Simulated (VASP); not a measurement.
A run of VASP 6.6.1:

The input INCAR:

```
PREC = Accurate
ENCUT = 520
EDIFF = 1E-6
ISMEAR = 0
SIGMA = 0.01
LREAL = Auto
LASPH = T
NELM = 200
ALGO = Normal
ISIF = 2
LWAVE = F
LCHARG = T
ISPIN = 2
MAGMOM = 0 0 0.01 0.01 0.01 0.01 0.01 0.07 0.01 0.01 0.07 0.01 0 0.01 0.07 0 0.01 0.07 0.01 0.01 0.07 0.07 0.01 0.01 0.01 0.01 0 0 0.01 0.01 0.02
LORBIT = 11
NUPDOWN = 1.0
GGA = PE
LELF = T
LVHAR = T
NBANDS = 92
GGA_COMPAT = F
```

KPOINTS

```
Automatic mesh
0
Gamma
  1 1 1
  0.25 0.25 0.25
```

POSCAR

```
GaC30
1.0
   -3.5716218700      3.5716218700      3.5716218700
    3.5716218700     -3.5716218700      3.5716218700
    3.5716218700      3.5716218700     -3.5716218700
C Ga
30 1
Direct
    0.0054210556      0.0063716494      0.0054210556
    0.0054210556      0.2554210556      0.7563716494
    0.0031670679      0.5033431979      0.5048714585
    0.0031670679      0.7548714585      0.2533431979
    0.2557848850      0.0049771415      0.7549771415
    0.2533431979      0.2531670679      0.5048714585
    0.2533431979      0.7548714585      0.0031670679
    0.5004119880      0.0209219970      0.5004119880
    0.5048714585      0.2531670679      0.2533431979
    0.5048714585      0.5033431979      0.0031670679
    0.5004119880      0.7504119880      0.7709219970
    0.7549771415      0.0049771415      0.2557848850
    0.7563716494      0.2554210556      0.0054210556
    0.7549771415      0.5057848850      0.7549771415
    0.7709219970      0.7504119880      0.5004119880
    0.0016889909      0.0026352019      0.7526352019
    0.0030698570      0.2530698570      0.5022604180
   -0.0128496986      0.5076738254      0.2576738254
    0.0030698570      0.7522604180      0.0030698570
    0.2531991347      0.0048935727      0.5047286541
    0.2576738254      0.2371503014      0.2576738254
    0.2576738254      0.5076738254     -0.0128496986
    0.2531991347      0.7547286541      0.7548935727
    0.5047286541      0.0048935727      0.2531991347
    0.5022604180      0.2530698570      0.0030698570
    0.5047286541      0.5031991347      0.7548935727
    0.7526352019      0.0026352019      0.0016889909
    0.7526352019      0.2516889909      0.7526352019
    0.7548935727      0.5031991347      0.5047286541
    0.7548935727      0.7547286541      0.2531991347
    0.3790374483      0.6290374483      0.3790374483
```

Potentials or basis: VASP PAW PBE potentials, release 64 (C, Ga_d).

Run with:

```bash
$ cat potpaw_PBE.64/C/POTCAR potpaw_PBE.64/Ga_d/POTCAR > POTCAR
$ mpirun -np 1 vasp_std > vasp.out
```

Hardware: 1 thread of Intel(R) Xeon(R) Platinum 8488C (Sapphire Rapids) (shared host).

**Question.** Estimate the wall time of this run.

**Answer.** Run time: 2.3 min on 1 thread of Intel(R) Xeon(R) Platinum 8488C (Sapphire Rapids), on a shared host, peak memory 0.39 GiB. Counts: scf iterations 16, k points 1.
